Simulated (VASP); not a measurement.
Set up this calculation in VASP 6.6.1, as the native input.

- Task: single point
- Functional: B3LYP5
- Potentials or basis: VASP PAW PBE potentials, release 64 (Mn_pv, O)
- Cutoff: 520 eV
- k mesh: 5 × 5 × 5
- Occupations: fermi-dirac, width 0.05 eV
- Spin: collinear spin, ferromagnetic start
- Starting moments: [4.0, 0.0] μB
- Dipole correction: no
- Grid for exact exchange (PRECFOCK): Normal
- Further INCAR settings: ALGO = Normal; EDIFF = 1e-06; NBANDS = 20
- Share of exact exchange: 0.2

Crystal: MnO.

```xyz
2
Lattice="0.0000 2.2532 2.2532 2.2532 0.0000 2.2532 2.2532 2.2532 0.0000" Properties=species:S:1:pos:R:3 pbc="T T T"
Mn    0.0000    0.0000    0.0000
O     2.2532    2.2532    2.2532
```

These files were run (other wordings do the same):

POSCAR

```
MnO
1.0
    0.0000000000      2.2531730023      2.2531730023
    2.2531730023      0.0000000000      2.2531730023
    2.2531730023      2.2531730023      0.0000000000
Mn O
1 1
Direct
    0.0000000000      0.0000000000      0.0000000000
    0.5000000000      0.5000000000      0.5000000000
```

INCAR.step1

```
SYSTEM = MnO
PREC = Accurate
ENCUT = 520
EDIFF = 1E-5
ISMEAR = -1
SIGMA = 0.05
LREAL = .False.
LASPH = .True.
NELM = 150
ALGO = Normal
ISIF = 2
LWAVE = .True.
LCHARG = .False.
ISPIN = 2
MAGMOM = 4 0
LORBIT = 11
LMAXMIX = 4
NBANDS = 20
GGA = PE
```

INCAR.step2

```
SYSTEM = MnO
PREC = Accurate
ENCUT = 520
EDIFF = 1E-6
ISMEAR = -1
SIGMA = 0.05
LREAL = .False.
LASPH = .True.
NELM = 150
ALGO = Normal
ISIF = 2
LWAVE = .False.
LCHARG = .False.
ISPIN = 2
MAGMOM = 4 0
LORBIT = 11
LMAXMIX = 4
GGA = B5
LHFCALC = .True.
AEXX = 0.2
AGGAX = 0.72
AGGAC = 0.81
ALDAC = 0.19
PRECFOCK = Normal
NBANDS = 20
ISTART = 1
```

KPOINTS

```
regular mesh
0
Gamma
  5 5 5
  0 0 0
```

Potentials or basis: VASP PAW PBE potentials, release 64 (Mn_pv, O).

Launch:

```console
$ cat potpaw_PBE.64/Mn_pv/POTCAR potpaw_PBE.64/O/POTCAR > POTCAR
$ cp INCAR.step1 INCAR
$ mpirun -np 1 vasp_std > vasp.out
$ cp INCAR.step2 INCAR
$ mpirun -np 1 vasp_std > vasp.out
```

Results of the run:

| Quantity | Value |
| --- | --- |
| Pressure | -0.6 GPa |
| Band gap on the k mesh | 2.02 eV (least direct gap 4.42 eV) |
| Net moment | 5.00 μB per cell |
| Site moments | Mn +4.56; O +0.23 μB |
| Valence electrons inside the program's atomic spheres | Mn 11.31; O 5.02 |

Caveat: the k points lie up to 0.48 Å⁻¹ apart; the PAW data sets were made with another functional, which shifts forces and pressure a little; an odd mesh through Γ misses points on the zone boundary, where band edges can lie; a cell with one magnetic atom can't hold antiferromagnetic order, which such compounds often take.

Wall time 12 min on 1 thread of AMD EPYC 9R45 96-Core Processor (Zen 5) (shared host), peak memory 0.13 GiB.
